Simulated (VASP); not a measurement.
Wanted: the native input for a VASP 6.6.1 run.

| Item | Value |
| --- | --- |
| Task | relaxation of cell and atoms |
| Functional | PBE |
| Potentials or basis | VASP PAW PBE potentials, release 64 (Hf_pv, S) |
| Cutoff | 600 eV |
| k mesh | 12 × 12 × 6 |
| Occupations | gaussian, width 0.1 eV |
| Spin | no spin polarisation |
| Dipole correction | no |
| Further INCAR settings | ALGO = Normal; EDIFF = 1e-07; IBRION = 2; EDIFFG = -0.01; NSW = 100; ISIF = 3 |

The structure of HfS5 lies in POSCAR:

```
HfS5
1.0
    4.6508123972      0.0000000000      0.0000000000
   -2.3254061986      4.0277216842      0.0000000000
    0.0000000000      0.0000000000      6.8974861716
Hf S
1 5
Direct
    0.0000000000      0.0000000000      0.0000000000
    0.5000000000      0.0000000000      0.5000000000
    0.5000000000      0.5000000000      0.5000000000
    0.0000000000      0.5000000000      0.5000000000
    0.3333333333      0.6666666667      0.0000000000
    0.6666666667      0.3333333333      0.0000000000
```

The cell was generated, and may not be a known phase.

One way to write it, as run:

INCAR

```
PREC = Accurate
ENCUT = 600
EDIFF = 1E-7
ISMEAR = 0
SIGMA = 0.1
LREAL = F
LASPH = T
NELM = 80
ALGO = Normal
ISIF = 3
LWAVE = F
LCHARG = F
GGA = PE
IBRION = 2
NSW = 100
EDIFFG = -0.01
```

KPOINTS

```
Automatic mesh
0
Gamma
  12 12 6
```

Potentials or basis: VASP PAW PBE potentials, release 64 (Hf_pv, S).

Launch:

```sh
$ cat potpaw_PBE.64/Hf_pv/POTCAR potpaw_PBE.64/S/POTCAR > POTCAR
$ mpirun -np 1 vasp_std > vasp.out
```

Results of the run:

```
Relaxed volume                        : 21.66 Å³/atom
Relaxed cell                          : a = 4.633 Å, b = 4.633 Å, c = 6.993 Å, α = 90.00°, β = 90.00°, γ = 120.00°
Space group after relaxing (to 0.1 Å) : P6/mmm (No. 191)
Energy gained by relaxing             : 1.0 meV/atom
Ionic steps                           : 7
Pressure after relaxing               : 0.0 GPa
Band gap on the k mesh                : zero (bands 20 and 21 overlap by 1.79 eV)
```

Caveat: spin-orbit coupling is left out, which moves the levels of the heavy elements.

It took 22 min on 1 thread of Oxide Virtual Turin-like Processor, with other jobs on the host, peak memory 0.44 GiB.
